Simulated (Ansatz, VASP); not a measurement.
# KBr in VASP and in Ansatz

File POSCAR:

```
KBr
1.0
    0.0000000000      3.5086791066      3.9834417731
    3.5086791066      0.0000000000      3.9834417731
    3.5086791066      3.5086791066      0.0000000000
K Br
1 1
Direct
    0.0000000000      0.0000000000      0.0000000000
    0.2500000000      0.2500000000      0.2500000000
```

The input INCAR.step1:

```
  PREC = Accurate
  ENCUT = 520
  ISMEAR = 0
  SIGMA = 0.01
  LREAL = F
  LASPH = T
  NELM = 100
  NBANDS = 15
  GGA = PE
  ALGO = Normal
  EDIFF = 1E-4
  LWAVE = T
  LCHARG = F
```

File INCAR.step2:

```
  PREC = Accurate
  ENCUT = 520
  EDIFF = 1E-6
  ISMEAR = 0
  SIGMA = 0.01
  LREAL = F
  LASPH = T
  NELM = 100
  ALGO = Normal
  ISIF = 2
  LWAVE = F
  LCHARG = F
  METAGGA = R2SCAN
  LMIXTAU = T
  NBANDS = 15
  ISTART = 1
```

KPOINTS

```
Automatic mesh
0
Gamma
  6 6 6
```

Input for Ansatz:

```yaml
crystal:
  lattice:
    - [0.0, 3.5086791066, 3.9834417731]
    - [3.5086791066, 0.0, 3.9834417731]
    - [3.5086791066, 3.5086791066, 0.0]
  atoms:
    - { symbol: K, position: [0.0, 0.0, 0.0] }
    - { symbol: Br, position: [0.25, 0.25, 0.25] }
kpoints:
  mp_grid: { grid: [6, 6, 6] }
  band_path:
    path:
      - [0.0, 0.0, 0.0]
      - [-0.5, -0.5, 0.0]
      - [-0.375, -0.375, 0.25]
      - [-0.375, 0.0, 0.375]
      - [0.0, 0.0, 0.5]
      - [-0.5, -0.25, 0.25]
      - [0.302083, 0.302083, -0.385417]
    npoints: 1
hamiltonian:
  xc: r2scan
scf:
  occupations: { method: fixed }
  n_extra_bands: 4
output:
  forces: true
  stress: true
  eigenvalues: true
```

Change from the starting cell: epitaxial_xy strain -4.9%.

Alike in both runs: task single point; functional r2SCAN; k mesh 6 × 6 × 6; no spin polarisation.

|  | VASP | Ansatz |
| --- | --- | --- |
| version | VASP 6.6.1 | Ansatz 0.2.0 |
| potentials or method | VASP PAW PBE potentials, release 64 (K_sv, Br) | plane waves, PAW |
| plane-wave cutoff (eV) | 520 | 500 |
| occupations | gaussian, width 0.01 eV | fixed |
| valence electrons in the cell | 16 | 16 |

```csv
,VASP,Ansatz,Ansatz less VASP
gap on the k mesh at the Fermi level (eV),4.77,4.77,-0.001
pressure (GPa),0.1,0.1,0.00
"traceless stress, the component that is largest in VASP (GPa)",-0.10,-0.10,-0.003
```

VASP's potentials were made for PBE, not for r2SCAN.
